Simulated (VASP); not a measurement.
BAs:

```
B As
1.0
     1.45804    0.84180    4.56141
    -1.45804    0.84180    4.56141
     0.00000   -1.68360    4.56141
B As
1 1
Cartesian
  0.0000 0.0000 0.0000
  0.0000 0.0000 6.8421
```

The cell was generated, and may not be a known phase.

```yaml
Program: VASP 6.6.1
Task: relaxation of cell and atoms
Functional: PBE
Potentials_or_basis: VASP PAW PBE potentials, release 64 (B, As)
Cutoff: 600 eV
k_mesh: 6 × 6 × 6
Occupations: gaussian, width 0.1 eV
Spin: no spin polarisation
```

At the start: pressure -11.3 GPa; volume 16.80 Å³/atom.

**Question.** Where does the relaxation end?

**Answer.** Over 17 steps the energy falls by 1028.1 meV/atom and the volume is 12.32 Å³/atom (-26.7 %); space group R-3m (No. 166, to 0.1 Å) before and after.

The path:
| step | energy change (eV) | largest force (eV/Å) | pressure (GPa) | volume (Å³) |
| --- | --- | --- | --- | --- |
| 1 | 0.0000 | 0.0000 | -11.28 | 33.59 |
| 2 | -0.5336 | 0.0000 | -3.62 | 28.07 |
| 3 | -0.6501 | 0.0000 | 3.43 | 25.75 |
| 4 | -0.6566 | 0.0000 | 7.05 | 25.00 |
| 5 | -0.9439 | 0.0000 | 2.09 | 25.44 |
| 6 | -2.0379 | 0.0000 | -4.62 | 25.60 |
| 7 | -2.0201 | 0.0000 | -5.16 | 25.69 |
| 8 | -2.0403 | 0.0000 | -4.89 | 25.64 |
| 9 | -2.0141 | 0.0000 | 6.93 | 23.52 |
| 10 | -2.0245 | 0.0000 | 1.73 | 24.33 |
| 11 | -2.0396 | 0.0000 | -1.09 | 24.86 |
| 12 | -2.0468 | 0.0000 | -3.03 | 25.25 |
| 13 | -2.0464 | 0.0000 | 3.83 | 23.98 |
| 14 | -2.0562 | 0.0000 | 0.20 | 24.61 |
| 15 | -2.0561 | 0.0000 | 0.27 | 24.60 |
| 16 | -2.0562 | 0.0000 | -0.12 | 24.66 |
| 17 | -2.0562 | 0.0000 | 0.06 | 24.63 |

Final structure:
```
B As
1.0
     1.59856    0.92293    2.78263
    -1.59856    0.92293    2.78263
     0.00000   -1.84586    2.78263
B As
1 1
Direct
  0.00000 0.00000 0.00000
  0.50000 0.50000 0.50000
```

Caveat: the k points lie up to 0.40 Å⁻¹ apart in the final cell, too coarse for converged energies and pressures of a metal; the volume moved by over 15 % at a fixed basis, so the end points are rough.
